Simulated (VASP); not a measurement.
# Zn2SnGeP4 (P1) in VASP: further runs

The runs below take Zn2SnGeP4 through single point, with PBEsol.

Program: VASP 6.6.1. These are calculated values, not measurements. Logs are shortened: lines on timing, memory, paths and dates and some standing lists are left out, and cuts for length are marked.

## (1) The cell of the first run

The typed cell holds 16 atoms: a = 5.523 Å, b = 5.523 Å, c = 10.995 Å, α = 90.00°, β = 90.00°, γ = 90.00°.

## (2) Single point, PBEsol

INCAR

```
SYSTEM = Zn2SnGeP4
PREC = Accurate
ENCUT = 520
EDIFF = 1E-7
ISMEAR = -1
SIGMA = 0.05
LREAL = Auto
LASPH = .TRUE.
NELM = 60
ALGO = Normal
ISIF = 2
LWAVE = .FALSE.
LCHARG = .FALSE.
GGA = PS
NBANDS = 86
```

KPOINTS

```
regular mesh
0
G
  2 2 1
  0 0 0
```

POSCAR

```
Zn2SnGeP4
1.0
    5.5230230000     -0.0000820000     -0.0000200000
   -0.0000820000      5.5230230000     -0.0000200000
   -0.0000400000     -0.0000400000     10.9947440000
Zn Ge Sn P
4 2 2 8
Direct
    0.0145950000      0.9839020000      0.9826790000
    0.9917550000      0.5056440000      0.2513190000
    0.5177530000      0.9937690000      0.7420940000
    0.4892700000      0.4878550000      0.5051100000
    0.0071650000      0.9890220000      0.4990350000
    0.5105040000      0.4787670000      0.0037690000
    0.5137270000      0.0029350000      0.2486570000
    0.0194430000      0.4972290000      0.7541870000
    0.2431960000      0.2448180000      0.1297680000
    0.2606430000      0.2420510000      0.6245790000
    0.7591980000      0.7330800000      0.1268250000
    0.7508070000      0.2524500000      0.3807960000
    0.2754390000      0.7363280000      0.3787890000
    0.2656610000      0.7680960000      0.8719720000
    0.7515420000      0.7201720000      0.6286600000
    0.7524760000      0.2338570000      0.8812450000
```

Potentials or basis: VASP PAW PBE potentials, release 64 (Zn, Ge_d, Sn_d, P).

Command:

```console
$ cat potpaw_PBE.64/Zn/POTCAR potpaw_PBE.64/Ge_d/POTCAR potpaw_PBE.64/Sn_d/POTCAR potpaw_PBE.64/P/POTCAR > POTCAR
$ mpirun -np 1 vasp_std > vasp.out
```

OUTCAR:

```text
SYSTEM = Zn2SnGeP4
   PREC = Accurate
   ENCUT = 520
   EDIFF = 1E-7
   ISMEAR = -1
   LREAL = Auto
   LASPH = .TRUE.
   NELM = 60
   ISIF = 2
   GGA = PS

 ion  position               nearest neighbor table
   1  0.015  0.984  0.983-  14 2.20  16 2.29   9 2.51  11 2.53
   2  0.992  0.506  0.251-  11 2.26  12 2.40   9 2.41  13 2.46
   3  0.518  0.994  0.742-  15 2.35  14 2.35  10 2.36  16 2.40
   4  0.489  0.488  0.505-  10 2.27  13 2.28  15 2.36  12 2.38
   5  0.007  0.989  0.499-  12 2.41  10 2.41  13 2.43  15 2.50
   6  0.511  0.479  0.004-  16 2.33  11 2.39   9 2.40  14 2.55
[... 8 lines left out ...]
  15  0.752  0.720  0.629-   3 2.35   4 2.36   8 2.37   5 2.50
  16  0.752  0.234  0.881-   1 2.29   6 2.33   3 2.40   8 2.50

  LATTYP: Found a base centered orthorhombic cell.
 ALAT       =     7.8106180665
 B/A-ratio  =     1.0000296943
 C/A-ratio  =     1.4076663212

  Lattice vectors:

 A1 = (   5.5230230000,  -0.0000820000,  -0.0000200000)
 A2 = (  -0.0000820000,   5.5230230000,  -0.0000200000)
 A3 = (  -0.0000400000,  -0.0000400000,  10.9947440000)

Analysis of symmetry for initial positions (statically):
=====================================================================
 Subroutine PRICEL returns:
 Original cell was already a primitive cell.

 Routine SETGRP: Setting up the symmetry group for a
 base centered orthorhombic supercell.

 Subroutine GETGRP returns: Found  1 space group operations
 (whereof  1 operations were pure point group operations)
 out of a pool of  8 trial point group operations.

The static configuration has the point symmetry C_1 .

Analysis of symmetry for dynamics (positions and initial velocities):
=====================================================================
 Subroutine PRICEL returns:
 Original cell was already a primitive cell.

 Routine SETGRP: Setting up the symmetry group for a
 base centered orthorhombic supercell.

 Subroutine GETGRP returns: Found  1 space group operations
 (whereof  1 operations were pure point group operations)
 out of a pool of  8 trial point group operations.

The dynamic configuration has the point symmetry C_1 .

 Subroutine INISYM returns: Found  1 space group operations
 (whereof  1 operations are pure point group operations),
 and found     1 'primitive' translations

----------------------------------------------------------------------------------------

                                     Primitive cell
[... 103 lines left out ...]
   NFREE  =      0    steps in history (QN), initial steepest desc. (CG)
   ISIF   =      2    stress and relaxation
   ISYM   =      2    0-nonsym 1-usesym 2-fastsym
   POTIM  = 0.5000    time-step for ionic-motion
   TEBEG  =    0.0;   TEEND  =   0.0 temperature during run
   PSTRESS=    0.0 pullay stress
   NELECT =     144.0000    total number of electrons
   NUPDOWN=      -1.0000    fix difference up-down
   EMIN   =  10.00;   EMAX   =-10.00  energy-range for DOS
   EFERMI =   0.00;   METHOD = LEGACY
   ISMEAR =    -1;   SIGMA  =   0.05  broadening in eV -4-tet -1-fermi 0-gaus
   EFERMI_NEDOS =   21; number of points for ismear=-14 and -15
   IALGO  =     38    algorithm
   IMIX   =      4    mixing-type and parameters
     AMIX     =   0.40;   BMIX     =  1.00
     AMIX_MAG =   1.60;   BMIX_MAG =  1.00
  volume/ion in A,a.u.               =      20.96       141.45
  Fermi-wavevector in a.u.,A,eV,Ry     =   1.235045  2.333896 20.753452  1.525336
  Thomas-Fermi vector in A             =   2.369710
   LORBIT       =      0    0 simple, 1 ext, 2 COOP (PROOUT), +10 PAW based schemes
   GGA     = PS    functional components
   LHFCALC =     F    Hartree Fock is set to
   AEXX    =    0.0000 exact exchange contribution
   IVDW    =     0    specifies the selected vdW correction
   LEPSILON=     F    determine dielectric tensor
   LRPA    =     F    only Hartree local field effects (RPA)
 non-spin polarized calculation
  energy-cutoff  :      520.00
  volume of cell :      335.38
 maximum number of plane-waves:      9116
 NGX is ok and might be reduce to    42
   NGX = 21   NGY = 21   NGZ = 41

 number of electron     143.9999996 magnetization

 Free energy of the ion-electron system (eV)
  ---------------------------------------------------
  ext. energy  EPLUGINS =         0.00000000
  ---------------------------------------------------
  free energy    TOTEN  =       -71.30620194 eV

  energy without entropy =      -71.30445848  energy(sigma->0) =      -71.30533021

 E-fermi :   4.9932     XC(G=0):  -9.9247

 val. band max:        4.7126861537   @ k =   0.0000   0.0000   0.0000
 cond. band min:       5.2716031975   @ k =   0.5000   0.5000   0.0000
 fundamental gap:      0.5589170438
 Fermi energy:         4.9931826811

 k-point     1 :       0.0000    0.0000    0.0000
  band No.  band energies     occupation
      1     -20.2838      2.00000
      2     -20.2808      2.00000
      3     -20.2726      2.00000
      4     -20.2556      2.00000
      5     -20.2541      2.00000
      6     -20.2490      2.00000
[... 337 lines left out ...]
     83       8.7050      0.00000
     84       8.7472      0.00000
 [bands above 84 left out]

------------------------ aborting loop because EDIFF is reached ----------------------------------------

  FORCE on cell =-STRESS in cart. coord.  units (eV):
  Direction    XX          YY          ZZ          XY          YZ          ZX
  --------------------------------------------------------------------------------------
  -------------------------------------------------------------------------------------
  Total        4.5880623      3.7510258      3.8030163     -2.6286304      0.4496400      1.0308138
  in kB       21.9180070     17.9193316     18.1676998    -12.5574450      2.1480118      4.9243849
  external PRESSURE =      19.3350128 kB  Pullay stress =       0.0000000 kB

 VOLUME and BASIS-vectors are now :
 -----------------------------------------------------------------------------
  energy-cutoff  :      520.00
  volume of cell :      335.38
      direct lattice vectors                 reciprocal lattice vectors
     5.523023000 -0.000082000 -0.000020000     0.181060264  0.000002688  0.000000659
    -0.000082000  5.523023000 -0.000020000     0.000002688  0.181060264  0.000000659
    -0.000040000 -0.000040000 10.994744000     0.000000329  0.000000329  0.090952550

 POSITION                                       TOTAL-FORCE (eV/Angst)
 -----------------------------------------------------------------------------------
      0.08049      5.43407     10.80428        -0.548721      0.380103      1.684271
      5.47743      2.79259      2.76316         0.680000     -0.368090      0.607026
      2.85945      5.48854      8.15910         0.087257      0.090875      0.141041
      2.70219      2.69437      5.55354         0.619331      0.008586     -0.085793
      0.03947      5.46237      5.48674        -0.090811     -0.282704      0.187183
      2.81949      2.64420      0.04142        -0.596240      0.764206      0.222335
[... 8 lines left out ...]
      4.15070      3.97744      6.91193        -0.341272      1.692912     -1.416594
      4.15589      1.29150      9.68904        -0.485426      0.078540     -0.221553
 -----------------------------------------------------------------------------------
    total drift:                               -0.012694     -0.005083      0.005837

  FREE ENERGIE OF THE ION-ELECTRON SYSTEM (eV)
  ---------------------------------------------------
  free  energy   TOTEN  =       -71.3062019371 eV

  energy  without entropy=      -71.3044584844  energy(sigma->0) =      -71.30533021
```

stdout:

```text
POSCAR found type information on POSCAR ZnGeSnP
 POSCAR found :  4 types and      16 ions
 scaLAPACK will be used
 -----------------------------------------------------------------------------
|                                                                             |
|                                                                             |
|     You enforced a specific xc type in the INCAR file but a different       |
[... 26 lines left out ...]
 -----------------------------------------------------------------------------

 LDA part: xc-table for (Slater+PW92), standard interpolation
 POSCAR, INCAR and KPOINTS ok, starting setup
 FFT: planning ... GRIDC
 FFT: planning ... GRID_SOFT
 FFT: planning ... GRID
 WAVECAR not read
 entering main loop
```

Run time: 2.2 min. Hardware: 1 thread of AMD EPYC 9R45 (Zen 5), shared host; peak memory 0.37 GiB.

Results:

- Free energy: -71.3062 eV
- Pressure: 1.9 GPa
- Largest force: 2.234 eV/Å
- Band gap on the k mesh: 0.56 eV, indirect (least direct gap 0.68 eV)

Forces on the atoms (eV/Å):
```
Zn  -0.549  0.380  1.684
Zn   0.680 -0.368  0.607
Zn   0.087  0.091  0.141
Zn   0.619  0.009 -0.086
Ge  -0.091 -0.283  0.187
Ge  -0.596  0.764  0.222
Sn  -0.139 -0.453  0.092
Sn  -0.325 -0.605  0.618
P   -0.630  0.750 -1.418
P    0.005 -1.360 -0.556
P    0.386 -0.237 -1.547
P    1.309  0.335  0.810
P   -1.729  0.156  0.248
P    1.800 -0.951  0.635
P   -0.341  1.693 -1.417
P   -0.485  0.079 -0.222
```

Stress tensor (GPa, compression positive):
```
 2.19 -1.26  0.49
-1.26  1.79  0.21
 0.49  0.21  1.82
```

Levels at points of the mesh, in eV from the valence-band top:
```csv
k point,band 68,band 69,band 70,band 71,band 72,band 73,band 74,band 75,band 76,band 77
"(0.00, 0.00, 0.00)",-1.52,-1.48,-0.20,-0.05,0.00,0.68,0.78,1.08,1.15,1.22
"(0.50, 0.00, 0.00)",-1.72,-1.34,-1.25,-1.07,-0.97,1.39,1.48,2.25,2.27,2.53
"(0.00, 0.50, 0.00)",-1.80,-1.35,-1.28,-1.05,-0.94,1.43,1.50,2.18,2.30,2.49
"(0.50, 0.50, 0.00)",-1.13,-0.98,-0.94,-0.78,-0.66,0.56,0.63,1.40,1.48,2.51
```

Caveat: the k points lie up to 0.57 Å⁻¹ apart; the PAW data sets were made with another functional, which shifts forces and pressure a little; spin-orbit coupling is left out, which moves the levels of the heavy elements. As with any semilocal functional, this PBEsol gap is likely too small.

## (3) Single point, PBEsol

INCAR

```
ALGO = Normal
EDIFF = 1E-7
ENCUT = 520
GGA = PS
ISIF = 2
ISMEAR = -1
LASPH = True
LCHARG = False
LREAL = Auto
LWAVE = False
NBANDS = 86
NELM = 80
PREC = Accurate
SIGMA = 0.05
```

KPOINTS

```
Automatic mesh
0
Gamma
  2 2 2
  0.5 0.5 0.5
```

POSCAR is that of step 2.

Potentials or basis: VASP PAW PBE potentials, release 64 (Zn, Ge_d, Sn_d, P).

Command:

```console
$ cat potpaw_PBE.64/Zn/POTCAR potpaw_PBE.64/Ge_d/POTCAR potpaw_PBE.64/Sn_d/POTCAR potpaw_PBE.64/P/POTCAR > POTCAR
$ mpirun -np 1 vasp_std > vasp.out
```

It took 2.4 min on 1 thread of AMD EPYC 9R45 (Zen 5), shared host; peak memory 0.37 GiB.

The run converged. Its results:

- Free energy: -72.3575 eV
- Pressure: 1.5 GPa
- Largest force: 2.275 eV/Å
- Band gap on the k mesh: 1.50 eV, indirect (least direct gap 1.59 eV)

Forces on the atoms (eV/Å):
```
Zn  -0.566  0.372  1.654
Zn   0.690 -0.366  0.601
Zn   0.089  0.084  0.128
Zn   0.607  0.007 -0.089
Ge  -0.100 -0.296  0.172
Ge  -0.621  0.769  0.192
Sn  -0.128 -0.447  0.066
Sn  -0.299 -0.596  0.642
P   -0.716  0.724 -1.352
P    0.116 -1.374 -0.539
P    0.467 -0.144 -1.525
P    1.307  0.439  0.791
P   -1.752  0.020  0.259
P    1.768 -0.912  0.643
P   -0.439  1.740 -1.398
P   -0.421 -0.020 -0.246
```

Stress tensor (GPa, compression positive):
```
 2.15 -1.30  0.51
-1.30  1.75  0.23
 0.51  0.23  0.67
```

Levels at points of the mesh, in eV from the valence-band top:
```csv
k point,band 68,band 69,band 70,band 71,band 72,band 73,band 74,band 75,band 76,band 77
"(0.25, 0.25, 0.25)",-1.48,-0.88,-0.68,-0.59,-0.20,1.50,1.56,2.24,2.33,2.53
```

Caveat: the k points lie up to 0.57 Å⁻¹ apart; the PAW data sets were made with another functional, which shifts forces and pressure a little; spin-orbit coupling is left out, which moves the levels of the heavy elements.
